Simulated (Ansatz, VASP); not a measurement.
## One calculation of AgI, two programs

The input POSCAR:

```
AgI
1.0
    4.6508717364      0.0000000000      0.0000000000
   -2.3254358682      4.0277730735      0.0000000000
    0.0000000000      0.0000000000      7.7132860812
Ag I
2 2
Direct
    0.3333333333      0.6666666667      0.0020376146
    0.6666666667      0.3333333333      0.5020376146
    0.3333333333      0.6666666667      0.3729623854
    0.6666666667      0.3333333333      0.8729623854
```

Contents of INCAR.step1:

```
SYSTEM = AgI
  PREC = Accurate
  ENCUT = 550
  ISMEAR = 0
  SIGMA = 0.01
  LREAL = .FALSE.
  LASPH = .TRUE.
  NELM = 120
  NBANDS = 26
  GGA = PE
  ALGO = Normal
  EDIFF = 1E-5
  LWAVE = .TRUE.
  LCHARG = .FALSE.
  GGA_COMPAT = .FALSE.
```

File INCAR.step2:

```
SYSTEM = AgI
  PREC = Accurate
  ENCUT = 550
  EDIFF = 1E-6
  ISMEAR = 0
  SIGMA = 0.01
  LREAL = .FALSE.
  LASPH = .TRUE.
  NELM = 120
  ALGO = Normal
  ISIF = 2
  LWAVE = .FALSE.
  LCHARG = .TRUE.
  METAGGA = R2SCAN
  LMIXTAU = .TRUE.
  LELF = .TRUE.
  LVHAR = .TRUE.
  NBANDS = 26
  ISTART = 1
  GGA_COMPAT = .FALSE.
```

The input KPOINTS:

```
regular mesh
0
G
  6 6 4
  0 0 0
```

Input for Ansatz:

```yaml
crystal:
  lattice:
    - [4.6508717364, 0.0, 0.0]
    - [-2.3254358682, 4.0277730735, 0.0]
    - [0.0, 0.0, 7.7132860812]
  atoms:
    - { symbol: Ag, position: [0.3333333333, 0.6666666667, 0.0020376146] }
    - { symbol: Ag, position: [0.6666666667, 0.3333333333, 0.5020376146] }
    - { symbol: I, position: [0.3333333333, 0.6666666667, 0.3729623854] }
    - { symbol: I, position: [0.6666666667, 0.3333333333, 0.8729623854] }
kpoints:
  mp_grid: { grid: [6, 6, 4] }
  band_path:
    path:
      - [0.0, 0.0, 0.0]
      - [0.5, 0.0, 0.0]
      - [0.3333333333, 0.3333333333, 0.0]
      - [0.0, 0.0, 0.5]
      - [0.5, 0.0, 0.5]
      - [0.3333333333, 0.3333333333, 0.5]
    npoints: 1
hamiltonian:
  xc: r2scan
scf:
  occupations: { method: fixed }
  n_extra_bands: 5
output:
  forces: true
  stress: true
  eigenvalues: true
```

Change from the starting cell: uniaxial_z strain +1.5%.

Alike in both runs: task single point; functional r2SCAN; k mesh 6 × 6 × 4; no spin polarisation.

|  | VASP | Ansatz |
| --- | --- | --- |
| version | VASP 6.6.1 | Ansatz 0.2.0 |
| potentials or method | VASP PAW PBE potentials, release 64 (Ag, I) | plane waves, PAW |
| plane-wave cutoff (eV) | 550 | 500 |
| occupations | gaussian, width 0.01 eV | fixed |
| valence electrons in the cell | 36 | 72 |

|  | VASP | Ansatz | Ansatz less VASP |
| --- | --- | --- | --- |
| gap on the k mesh at the Fermi level (eV) | 1.82 | 1.85 | +0.032 |
| pressure (GPa) | -0.5 | -0.4 | +0.11 |
| traceless stress, the component that is largest in VASP (GPa) | -0.17 | -0.17 | +0.002 |

VASP's potentials were made for PBE, not for r2SCAN. VASP's potentials hold 36 valence electrons a cell and Ansatz's 72, so a difference there can come from the potentials and not from the codes.

Spin-orbit coupling is off throughout.
